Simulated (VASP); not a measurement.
Here is a VASP 6.6.1 calculation.

The input POSCAR:

```
NaCl
1.0
    0.0000000000      2.7940632177      2.7940632177
    2.7940632177      0.0000000000      2.7940632177
    2.7940632177      2.7940632177      0.0000000000
Cl Na
1 1
Direct
    0.5000000000      0.5000000000      0.5000000000
    0.0000000000      0.0000000000      0.0000000000
```

INCAR.step1

```
SYSTEM = NaCl
  PREC = Accurate
  ENCUT = 520
  EDIFF = 1E-5
  ISMEAR = -1
  SIGMA = 0.05
  LREAL = .FALSE.
  LASPH = .TRUE.
  NELM = 100
  ALGO = Normal
  ISIF = 2
  LWAVE = .TRUE.
  LCHARG = .FALSE.
  GGA = PE
  NBANDS = 14
```

INCAR.step2

```
SYSTEM = NaCl
  PREC = Accurate
  ENCUT = 520
  EDIFF = 1E-7
  ISMEAR = -1
  SIGMA = 0.05
  LREAL = .FALSE.
  LASPH = .TRUE.
  NELM = 100
  ALGO = Normal
  ISIF = 2
  LWAVE = .FALSE.
  LCHARG = .FALSE.
  GGA = PE
  LHFCALC = .TRUE.
  AEXX = 0.15
  HFSCREEN = 0.2
  PRECFOCK = Normal
  ISTART = 1
  NBANDS = 14
```

The input KPOINTS:

```
regular mesh
0
G
  4 4 4
  0 0 0
```

Potentials or basis: VASP PAW PBE potentials, release 64 (Cl, Na_pv).

Run with:

```console
$ cat potpaw_PBE.64/Cl/POTCAR potpaw_PBE.64/Na_pv/POTCAR > POTCAR
$ cp INCAR.step1 INCAR
$ mpirun -np 1 vasp_std > vasp.out
$ cp INCAR.step2 INCAR
$ mpirun -np 1 vasp_std > vasp.out
```

Q: Estimate the band gap on the k mesh.

A: 6.05 eV, direct.

Q: What does it give for the pressure?

A: 1.2 GPa.

Caveat: the k points lie up to 0.49 Å⁻¹ apart; the PAW data sets were made with another functional, which shifts forces and pressure a little.
